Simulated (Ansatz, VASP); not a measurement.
## One calculation of Re, two programs

Contents of INCAR:

```
SYSTEM = Re
PREC = Accurate
ENCUT = 520
EDIFF = 1E-6
ISMEAR = 0
SIGMA = 0.15
LREAL = .False.
LASPH = .True.
NELM = 60
ALGO = Fast
ISIF = 2
LWAVE = .False.
LCHARG = .True.
GGA = PE
LELF = .True.
LVHAR = .True.
NBANDS = 10
```

KPOINTS

```
regular mesh
0
Gamma
  20 20 20
  0 0 0
```

Contents of POSCAR:

```
Re
1.0
    0.0000000000      1.9848750000      1.9750000000
    1.9750000000      0.0000000000      1.9750000000
    1.9750000000      1.9848750000      0.0000000000
Re
1
Direct
    0.0000000000      0.0000000000      0.0000000000
```

Input for Ansatz:

```yaml
crystal:
  lattice:
    - [0.0, 1.984875, 1.975]
    - [1.975, 0.0, 1.975]
    - [1.975, 1.984875, 0.0]
  atoms:
    - { symbol: Re, position: [0.0, 0.0, 0.0] }
basis:
  ecutwfc: 420
kpoints:
  mp_grid: { grid: [20, 20, 20] }
hamiltonian:
  xc: pbe
scf:
  occupations: { method: gaussian, width: 0.15 }
output:
  forces: true
  stress: true
  eigenvalues: true
```

Change from the starting cell: strain +0.0050 x Voigt [0, 1, 0, 0, 0, 0], atoms carried along.

Alike in both runs: task single point; functional PBE; k mesh 20 × 20 × 20; occupations gaussian, width 0.15 eV; no spin polarisation.

```csv
,VASP,Ansatz
version,VASP 6.6.1,Ansatz 0.2.0
potentials or method,"VASP PAW PBE potentials, release 64 (Re), cutoff 520 eV","scalar-relativistic, plane waves, PAW"
valence electrons in the cell,7,15
```

Ansatz gave:

| Quantity | Value |
| --- | --- |
| gap on the k mesh at the Fermi level (eV) | none |
| pressure (GPa) | -10.7 |
| traceless stress, the component that is largest in VASP (GPa) | -0.90 |

Question: Which values does VASP return?

Answer: gap on the k mesh at the Fermi level (eV): none; pressure (GPa): -11.5; traceless stress, the component that is largest in VASP (GPa): -0.89.

A gap of «none» marks a metal or a gap that the smearing closes. VASP's potentials hold 7 valence electrons a cell and Ansatz's 15, so a difference there can come from the potentials and not from the codes.

Neither program's run includes spin-orbit coupling.
